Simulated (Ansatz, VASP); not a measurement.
**NbAs: VASP beside Ansatz**

File INCAR:

```
SYSTEM = NbAs
PREC     = Accurate       ! precision mode
ENCUT    = 520            ! plane-wave cutoff, eV
EDIFF    = 1E-6           ! SCF threshold, eV
ISMEAR   = -1             ! smearing method
SIGMA    = 0.05           ! smearing width, eV
LREAL    = .False.        ! projectors in reciprocal space
LASPH    = .True.         ! aspherical terms in the spheres
NELM     = 80             ! most SCF steps
ALGO     = Normal         ! electronic algorithm
ISIF     = 2              ! what is computed and relaxed
LWAVE    = .False.        ! write WAVECAR
LCHARG   = .False.        ! write CHGCAR
GGA      = PS             ! functional
NBANDS   = 26             ! bands
```

File KPOINTS:

```
Automatic mesh
0
Gamma
  11 11 11
  0 0 0
```

File POSCAR:

```
NbAs
1.0
   -1.6906186857      1.6906186857      5.7207828749
    1.6906186857     -1.6906186857      5.7207828749
    1.6906186857      1.6906186857     -5.7207828749
Nb As
2 2
Direct
    0.5000000000      0.0000000000      0.5000000000
    0.7500000000      0.7500000000      0.0000000000
    0.9160000000      0.4160000000      0.5000000000
    0.1660000000      0.1660000000      0.0000000000
```

The input input.yaml:

```yaml
crystal:
  lattice:
    - [-1.6906186857, 1.6906186857, 5.7207828749]
    - [1.6906186857, -1.6906186857, 5.7207828749]
    - [1.6906186857, 1.6906186857, -5.7207828749]
  atoms:
    - { symbol: Nb, position: [0.5, 0.0, 0.5] }
    - { symbol: Nb, position: [0.75, 0.75, 0.0] }
    - { symbol: As, position: [0.916, 0.416, 0.5] }
    - { symbol: As, position: [0.166, 0.166, 0.0] }
kpoints:
  mp_grid: { grid: [11, 11, 11] }
scf:
  occupations: { method: fermi_dirac, width: 0.05 }
hamiltonian:
  xc: pbesol
  pseudopotentials: { kind: all_electron, lapw: { basis_error: 0.002 } }
output:
  forces: true
  stress: true
  eigenvalues: true
```

Change from the starting cell: volume scaled by 0.94.

Alike in both runs: task single point; functional PBEsol; k mesh 11 × 11 × 11; occupations fermi-dirac, width 0.05 eV; no spin polarisation.

|  | VASP | Ansatz |
| --- | --- | --- |
| version | VASP 6.6.1 | Ansatz 0.2.0 |
| potentials or method | VASP PAW PBE potentials, release 64 (Nb_sv, As), cutoff 520 eV | all-electron LAPW, scalar-relativistic |

VASP gave:

- gap on the k mesh at the Fermi level (eV): 0.03
- least direct gap on the mesh (eV): 0.09
- pressure (GPa): 9.9
- traceless stress, the component that is largest in VASP (GPa): -0.27
- rms of the force components (eV/Å): 0.216

Q: What did Ansatz give for the same quantities?

A: gap on the k mesh at the Fermi level (eV): 0.03; least direct gap on the mesh (eV): 0.09; pressure (GPa): 9.6; traceless stress, the component that is largest in VASP (GPa): -0.21; rms of the force components (eV/Å): 0.214.

VASP's potentials were made for PBE, not for PBEsol. Atom by atom the forces differ by 0.002 eV/Å (rms over components). Ansatz ran all-electron here, and VASP with PAW potentials.
